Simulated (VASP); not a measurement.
Input of a VASP 6.6.1 run:

File INCAR:

```
ALGO = Normal ; EDIFF = 1E-6
ENCUT = 520 ; GGA = PE
ISIF = 2 ; ISMEAR = -1
LASPH = True ; LCHARG = False
LREAL = False ; LWAVE = False
NBANDS = 16 ; NELM = 60
PREC = Accurate ; SIGMA = 0.02
```

The input KPOINTS:

```
k-points
0
Gamma
  8 8 8
```

The input POSCAR:

```
GaP
1.0
    0.0000000000      2.7253992874      2.7253992874
    2.7253992874      0.0000000000      2.7253992874
    2.7253992874      2.7253992874      0.0000000000
Ga P
1 1
Direct
    0.0000000000      0.0000000000      0.0000000000
    0.2500000000      0.2500000000      0.2500000000
```

Potentials or basis: VASP PAW PBE potentials, release 64 (Ga_d, P).

The run is started by

```bash
$ cat potpaw_PBE.64/Ga_d/POTCAR potpaw_PBE.64/P/POTCAR > POTCAR
$ mpirun -np 1 vasp_std > vasp.out
```

Task: What does it give for the pressure?

Result: 2.4 GPa.

Task: What does it give for the band gap on the k mesh?

Result: 1.64 eV, indirect (least direct gap 1.82 eV).

A k mesh can miss the band edges.
